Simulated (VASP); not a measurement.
InAs: relaxation of cell and atoms with r2SCAN

The system is InAs.

```xyz
2
Lattice="0.0000 3.0943 3.0943 3.0943 0.0000 3.0943 3.0943 3.0943 0.0000" Properties=species:S:1:pos:R:3 pbc="T T T"
In    0.0000    0.0000    0.0000
As    1.5472    1.5472    1.5472
```

| Item | Value |
| --- | --- |
| Program | VASP 6.6.1 |
| Task | relaxation of cell and atoms |
| Functional | r2SCAN |
| Potentials or basis | VASP PAW PBE potentials, release 64 (In_d, As) |
| Cutoff | 600 eV |
| k mesh | 6 × 6 × 6 |
| Occupations | fermi-dirac, width 0.02 eV |
| Spin | no spin polarisation |
| Dipole correction | no |
| Further INCAR settings | ALGO = Normal; EDIFF = 1e-07; IBRION = 2; EDIFFG = -0.005; NSW = 80; ISIF = 3 |

```json
{
 "Relaxed volume": "28.52 Å³/atom",
 "Relaxed cell": "a = 4.321 Å, b = 4.321 Å, c = 4.321 Å, α = 60.00°, β = 60.00°, γ = 60.00°",
 "Space group after relaxing (to 0.1 Å)": "F-43m (No. 216)",
 "Energy gained by relaxing": "6.9 meV/atom",
 "Ionic steps": "3",
 "Pressure after relaxing": "0.0 GPa",
 "Band gap on the k mesh": "0.07 eV"
}
```

The path:
```
step  energy change (eV)  largest force (eV/Å)  pressure (GPa)  volume (Å³)
   1              0.0000                0.0000           -1.94        59.26
   2             -0.0119                0.0000            0.80        56.24
   3             -0.0138                0.0000           -0.02        57.04
```

Final structure:
```
In As
1.0
     0.00000    3.05519    3.05519
     3.05519    0.00000    3.05519
     3.05519    3.05519    0.00000
In As
1 1
Cartesian
  0.0000 0.0000 0.0000
  1.5276 1.5276 1.5276
```

Levels at points of the mesh, in eV from the valence-band top:
| k point | band 7 | band 8 | band 9 | band 10 | band 11 | band 12 |
| --- | --- | --- | --- | --- | --- | --- |
| (0.00, 0.00, 0.00) | 0.00 | 0.00 | 0.00 | 0.07 | 4.25 | 4.25 |
| (0.50, 0.00, 0.00) | -5.72 | -0.97 | -0.97 | 1.24 | 5.02 | 5.02 |
| (0.50, 0.50, 0.00) | -5.80 | -2.29 | -2.29 | 1.87 | 2.34 | 9.62 |

It took 6.5 min on 1 thread of Intel Xeon 8259CL (shared host), peak memory 0.24 GiB.

Caveat: the PAW data sets were made with another functional, which shifts forces and pressure a little; spin-orbit coupling is left out, which moves the levels of the heavy elements.
